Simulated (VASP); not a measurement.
Crystal: Sb.

```
Sb
1.0
     3.09068    0.00000    0.00000
     0.00000    3.09068    0.00000
     0.00000    0.00000    3.18417
Sb
1
Direct
  0.00000 0.00000 0.00000
```

```yaml
Program: VASP 6.6.1
Task: relaxation of cell and atoms
Functional: PBE
Potentials_or_basis: VASP PAW PBE potentials, release 64 (Sb)
Cutoff: 600 eV
k_mesh: 18 × 18 × 18
Occupations: gaussian, width 0.1 eV
Spin: no spin polarisation
```

At the start: pressure -0.6 GPa; volume 30.42 Å³/atom.

Q: How do energy, volume and symmetry change on relaxing?

A: Over 5 steps the energy falls by 6.8 meV/atom and the volume is 30.05 Å³/atom (-1.2 %); space group Pm-3m (No. 221, to 0.05 Å).

Step by step:
| step | energy change (eV) | largest force (eV/Å) | pressure (GPa) | volume (Å³) |
| --- | --- | --- | --- | --- |
| 1 | 0.0000 | 0.0000 | -0.62 | 30.42 |
| 2 | -0.0067 | 0.0000 | 0.29 | 29.90 |
| 3 | -0.0067 | 0.0000 | 0.27 | 29.91 |
| 4 | -0.0068 | 0.0000 | -0.10 | 30.11 |
| 5 | -0.0068 | 0.0000 | 0.01 | 30.05 |

Final structure:
```
CELL_PARAMETERS angstrom
3.10894 0.00000 0.00000
0.00000 3.10894 0.00000
0.00000 0.00000 3.10862
ATOMIC_POSITIONS crystal
Sb 0.00000 0.00000 0.00000
```
